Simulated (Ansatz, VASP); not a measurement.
TiSi16: VASP beside Ansatz

```
Si Ti
1.0
     0.00000    5.43000    5.43000
     5.43000    0.00000    5.43000
     5.43000    5.43000    0.00000
Si Ti
16 1
Direct
  0.00638 0.00728 0.99883
  0.12696 0.12788 0.13165
  0.00242 0.00337 0.50201
  0.12590 0.12686 0.62551
  0.00749 0.50155 0.00022
  0.14084 0.62524 0.12388
  0.00625 0.50022 0.50600
  0.12692 0.63299 0.62657
  0.50062 0.00839 0.00025
  0.62432 0.14173 0.12393
  0.49925 0.00720 0.50604
  0.63205 0.12786 0.62659
  0.50472 0.50561 0.00454
  0.62581 0.62668 0.12547
  0.50058 0.50153 0.50719
  0.62419 0.62516 0.64063
  0.75424 0.75513 0.25397
```

Alike in both runs: functional LDA; k mesh 2 × 2 × 2; occupations fermi-dirac, width 0.02 eV; no spin polarisation.

Ansatz relaxed the structure, and its values are those at the end. VASP's run is a single point on that final structure, the one shown.

|  | VASP | Ansatz |
| --- | --- | --- |
| version | VASP 6.6.1 | Ansatz 0.2.0 |
| potentials or method | VASP PAW LDA potentials, release 64 (Si, Ti_sv), cutoff 520 eV | scalar-relativistic, plane waves, PAW |
| valence electrons in the cell | 76 | 76 |

```csv
,VASP,Ansatz,Ansatz less VASP
rms of the force components (eV/Å),0.009,0.009,-0.0004
```

Ansatz warns that its potentials were made for another functional, while VASP's fit it. LDA's correlation is that of Perdew and Zunger in VASP and of Perdew and Wang (1992) in Ansatz.

The k mesh is coarse, so the values compare programs but aren't converged.
